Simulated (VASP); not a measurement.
# GaN (F-43m) in VASP: single point with r2SCAN

Aim: the single point of GaN with r2SCAN.

All numbers are computed with VASP 6.6.1; they aren't measurements. Logs are shortened: lines on timing, memory, paths and dates and some standing lists are left out, and cuts for length are marked.

## (1) The cell of the first run

Symmetry: F-43m, No. 216, cubic system. Conventional cell: a = 4.507 Å, b = 4.507 Å, c = 4.507 Å, α = 90.00°, β = 90.00°, γ = 90.00°. Ga (site symmetry -43m) has 4 N at 1.95 Å within 2.6 Å. Within 2.6 Å of N (site symmetry -43m) lie 4 Ga at 1.95 Å.

## (2) Single point, r2SCAN

File POSCAR:

```
GaN
1.0
    2.2535006075     -2.2535006075      0.0000000000
    2.2535006075      0.0000000000     -2.2535006075
    9.0140024300      9.0140024300      9.0140024300
Ga N
6 6
Direct
    0.6666666667      0.6666666667      0.1666666667
    0.0000000000      0.0000000000      0.0000000000
    0.3333333333      0.3333333333      0.3333333333
    0.6666666667      0.6666666667      0.6666666667
    0.0000000000      0.0000000000      0.5000000000
    0.3333333333      0.3333333333      0.8333333333
    0.6666666667      0.6666666667      0.5416666667
    1.0000000000      1.0000000000      0.3750000000
    0.3333333333      0.3333333333      0.7083333333
    0.6666666667      0.6666666667      0.0416666667
    0.0000000000      0.0000000000      0.8750000000
    0.3333333333      0.3333333333      0.2083333333
```

File INCAR.step1:

```
SYSTEM = GaN
PREC = Accurate
ENCUT = 520
ISMEAR = 0
SIGMA = 0.05
LREAL = .FALSE.
LASPH = .TRUE.
NELM = 100
NBANDS = 66
GGA = PE
ALGO = Normal
EDIFF = 1E-4
LWAVE = .TRUE.
LCHARG = .FALSE.
```

File INCAR.step2:

```
SYSTEM = GaN
PREC = Accurate
ENCUT = 520
EDIFF = 1E-6
ISMEAR = 0
SIGMA = 0.05
LREAL = .FALSE.
LASPH = .TRUE.
NELM = 100
ALGO = Normal
ISIF = 2
LWAVE = .FALSE.
LCHARG = .FALSE.
METAGGA = R2SCAN
LMIXTAU = .TRUE.
NBANDS = 66
ISTART = 1
```

File KPOINTS:

```
Automatic mesh
0
G
  10 10 2
  0 0 0
```

Potentials or basis: VASP PAW PBE potentials, release 64 (Ga_d, N).

Run with:

```
> cat potpaw_PBE.64/Ga_d/POTCAR potpaw_PBE.64/N/POTCAR > POTCAR
> cp INCAR.step1 INCAR
> mpirun -np 1 vasp_std > vasp.out
> cp INCAR.step2 INCAR
> mpirun -np 1 vasp_std > vasp.out
```

OUTCAR:

```text
SYSTEM = GaN
   PREC = Accurate
   ENCUT = 520
   EDIFF = 1E-6
   ISMEAR = 0
   LREAL = .FALSE.
   LASPH = .TRUE.
   NELM = 100
   ISIF = 2
   METAGGA = R2SCAN
   ISTART = 1

 ion  position               nearest neighbor table
   1  0.667  0.667  0.167-  12 1.95  12 1.95  10 1.95  12 1.95
   2  0.000  0.000  0.000-  10 1.95  11 1.95  10 1.95  10 1.95
   3  0.333  0.333  0.333-   8 1.95  12 1.95   8 1.95   8 1.95
   4  0.667  0.667  0.667-   9 1.95   9 1.95   7 1.95   9 1.95
   5  0.000  0.000  0.500-   7 1.95   8 1.95   7 1.95   7 1.95
   6  0.333  0.333  0.833-   9 1.95  11 1.95  11 1.95  11 1.95
   7  0.667  0.667  0.542-   4 1.95   5 1.95   5 1.95   5 1.95
   8  0.000  0.000  0.375-   3 1.95   5 1.95   3 1.95   3 1.95
   9  0.333  0.333  0.708-   4 1.95   4 1.95   4 1.95   6 1.95
  10  0.667  0.667  0.042-   1 1.95   2 1.95   2 1.95   2 1.95
  11  0.000  0.000  0.875-   2 1.95   6 1.95   6 1.95   6 1.95
  12  0.333  0.333  0.208-   1 1.95   1 1.95   1 1.95   3 1.95

  LATTYP: Found a hexagonal cell.
 ALAT       =     3.1869311219
 C/A-ratio  =     4.8989794856

  Lattice vectors:

 A1 = (  -2.2535006075,   0.0000000000,   2.2535006075)
 A2 = (   2.2535006075,  -2.2535006075,   0.0000000000)
 A3 = (   9.0140024300,   9.0140024300,   9.0140024300)

Analysis of symmetry for initial positions (statically):
=====================================================================
 Subroutine PRICEL returns following result:

  LATTYP: Found a face centered cubic cell.
 ALAT       =     4.5070012157

  Lattice vectors:

 A1 = (  -2.2535006080,  -2.2535006077,  -0.0000000002)
 A2 = (  -0.0000000014,  -2.2535006082,   2.2535006068)
 A3 = (  -2.2535006075,   0.0000000000,   2.2535006075)

   6 primitive cells build up your supercell.

 Routine SETGRP: Setting up the symmetry group for a
 hexagonal supercell.

 Subroutine GETGRP returns: Found  6 space group operations
 (whereof  6 operations were pure point group operations)
 out of a pool of 24 trial point group operations.

The static configuration has the point symmetry C_3v.

Analysis of symmetry for dynamics (positions and initial velocities):
[... 126 lines left out ...]
   NFREE  =      0    steps in history (QN), initial steepest desc. (CG)
   ISIF   =      2    stress and relaxation
   ISYM   =      2    0-nonsym 1-usesym 2-fastsym
   POTIM  = 0.5000    time-step for ionic-motion
   TEBEG  =    0.0;   TEEND  =   0.0 temperature during run
   PSTRESS=    0.0 pullay stress
   NELECT =     108.0000    total number of electrons
   NUPDOWN=      -1.0000    fix difference up-down
   EMIN   =  10.00;   EMAX   =-10.00  energy-range for DOS
   EFERMI =   0.00;   METHOD = LEGACY
   ISMEAR =     0;   SIGMA  =   0.05  broadening in eV -4-tet -1-fermi 0-gaus
   EFERMI_NEDOS =   21; number of points for ismear=-14 and -15
   IALGO  =     38    algorithm
   IMIX   =      4    mixing-type and parameters
     AMIX     =   0.40;   BMIX     =  1.00
     AMIX_MAG =   1.60;   BMIX_MAG =  1.00
  volume/ion in A,a.u.               =      11.44        77.23
  Fermi-wavevector in a.u.,A,eV,Ry     =   1.511117  2.855596 31.068543  2.283473
  Thomas-Fermi vector in A             =   2.621216
   LORBIT       =      0    0 simple, 1 ext, 2 COOP (PROOUT), +10 PAW based schemes
   METAGGA = R2SCAN    functional components
   LHFCALC =     F    Hartree Fock is set to
   AEXX    =    0.0000 exact exchange contribution
   IVDW    =     0    specifies the selected vdW correction
   LEPSILON=     F    determine dielectric tensor
   LRPA    =     F    only Hartree local field effects (RPA)
 non-spin polarized calculation
 Gauss-broadening in eV      SIGMA  =   0.05
  energy-cutoff  :      520.00
  volume of cell :      137.33
 maximum number of plane-waves:      3724
   NGX = 11   NGY = 11   NGZ = 59

 number of electron     107.9999941 magnetization

 Free energy of the ion-electron system (eV)
  ---------------------------------------------------
  ext. energy  EPLUGINS =         0.00000000
  ---------------------------------------------------
  free energy    TOTEN  =      -131.38390046 eV

  energy without entropy =     -131.38390046  energy(sigma->0) =     -131.38390046

 E-fermi :   5.3103     XC(G=0): -12.6346

 val. band max:        5.0169310472   @ k =   0.0000   0.0000   0.0000
 cond. band min:       7.1356653305   @ k =   0.0000   0.0000   0.0000
 fundamental gap:      2.1187342833
 Fermi energy:         5.3102595042

 k-point     1 :       0.0000    0.0000    0.0000
  band No.  band energies     occupation
      1     -11.7138      2.00000
      2     -11.4267      2.00000
      3     -11.4267      2.00000
      4     -10.9193      2.00000
      5     -10.9193      2.00000
      6     -10.7324      2.00000
[... 1645 lines left out ...]
     65      13.4133      0.00000
     66      13.7563      0.00000

 [... further k-points ...]

------------------------ aborting loop because EDIFF is reached ----------------------------------------

  FORCE on cell =-STRESS in cart. coord.  units (eV):
  Direction    XX          YY          ZZ          XY          YZ          ZX
  --------------------------------------------------------------------------------------
  -------------------------------------------------------------------------------------
  Total       -0.0919605     -0.0919605     -0.0919605     -0.0204233     -0.0204233     -0.0204233
  in kB       -1.0728957     -1.0728957     -1.0728957     -0.2382766     -0.2382766     -0.2382766
  external PRESSURE =      -1.0728957 kB  Pullay stress =       0.0000000 kB

 VOLUME and BASIS-vectors are now :
 -----------------------------------------------------------------------------
  energy-cutoff  :      520.00
  volume of cell :      137.33
      direct lattice vectors                 reciprocal lattice vectors
     2.253500607 -2.253500607  0.000000000     0.147918014 -0.295836027  0.147918014
     2.253500607  0.000000000 -2.253500607     0.147918014  0.147918014 -0.295836027
     9.014002430  9.014002430  9.014002430     0.036979503  0.036979503  0.036979503

 POSITION                                       TOTAL-FORCE (eV/Angst)
 -----------------------------------------------------------------------------------
      4.50700      0.00000      0.00000        -0.004713     -0.004713     -0.004713
      0.00000      0.00000      0.00000        -0.004713     -0.004713     -0.004713
      4.50700      2.25350      2.25350        -0.004713     -0.004713     -0.004713
      9.01400      4.50700      4.50700        -0.004713     -0.004713     -0.004713
      4.50700      4.50700      4.50700        -0.004713     -0.004713     -0.004713
      9.01400      6.76050      6.76050        -0.004713     -0.004713     -0.004713
      7.88725      3.38025      3.38025         0.004713      0.004713      0.004713
      3.38025      3.38025      3.38025         0.004713      0.004713      0.004713
      7.88725      5.63375      5.63375         0.004713      0.004713      0.004713
      3.38025     -1.12675     -1.12675         0.004713      0.004713      0.004713
      7.88725      7.88725      7.88725         0.004713      0.004713      0.004713
      3.38025      1.12675      1.12675         0.004713      0.004713      0.004713
 -----------------------------------------------------------------------------------
    total drift:                               -0.095422     -0.095295     -0.095295

  FREE ENERGIE OF THE ION-ELECTRON SYSTEM (eV)
  ---------------------------------------------------
  free  energy   TOTEN  =      -131.3839004555 eV

  energy  without entropy=     -131.3839004555  energy(sigma->0) =     -131.38390046
```

OSZICAR.step1:

```text
N       E                     dE             d eps       ncg     rms          rms(c)
DAV:   1     0.136210866455E+04    0.13621E+04   -0.47485E+04  4250   0.305E+03
DAV:   2     0.241711188346E+03   -0.11204E+04   -0.10622E+04  3728   0.801E+02
DAV:   3    -0.528851217014E+02   -0.29460E+03   -0.28099E+03  4452   0.257E+02
DAV:   4    -0.830521957458E+02   -0.30167E+02   -0.29691E+02  4426   0.843E+01
DAV:   5    -0.848274397664E+02   -0.17752E+01   -0.17684E+01  5088   0.214E+01    0.188E+01
DAV:   6    -0.723477441737E+02    0.12480E+02   -0.41058E+01  6484   0.573E+01    0.507E+00
DAV:   7    -0.729233345872E+02   -0.57559E+00   -0.72780E+00  4274   0.121E+01    0.476E+00
DAV:   8    -0.728697702792E+02    0.53564E-01   -0.44735E-01  5538   0.652E+00    0.183E+00
DAV:   9    -0.728578939548E+02    0.11876E-01   -0.11569E-01  5136   0.324E+00    0.504E-01
DAV:  10    -0.728594325177E+02   -0.15386E-02   -0.17333E-02  4578   0.838E-01    0.251E-01
DAV:  11    -0.728598151455E+02   -0.38263E-03   -0.82466E-03  5424   0.822E-01    0.177E-01
DAV:  12    -0.728596089178E+02    0.20623E-03   -0.10395E-03  4764   0.264E-01    0.725E-02
DAV:  13    -0.728596050659E+02    0.38519E-05   -0.10999E-04  2452   0.573E-02
   1 F= -.72859605E+02 E0= -.72859605E+02  d E =-.710204E-12
```

Run time: 26 min. Hardware: 1 thread of Intel Xeon 8259CL, shared host; peak memory 0.38 GiB.

Results:

```yaml
Free_energy: -131.3839 eV
Pressure: -0.1 GPa
Band_gap_on_the_k_mesh: 2.12 eV
```

Caveat: the PAW data sets were made with another functional, which shifts forces and pressure a little.
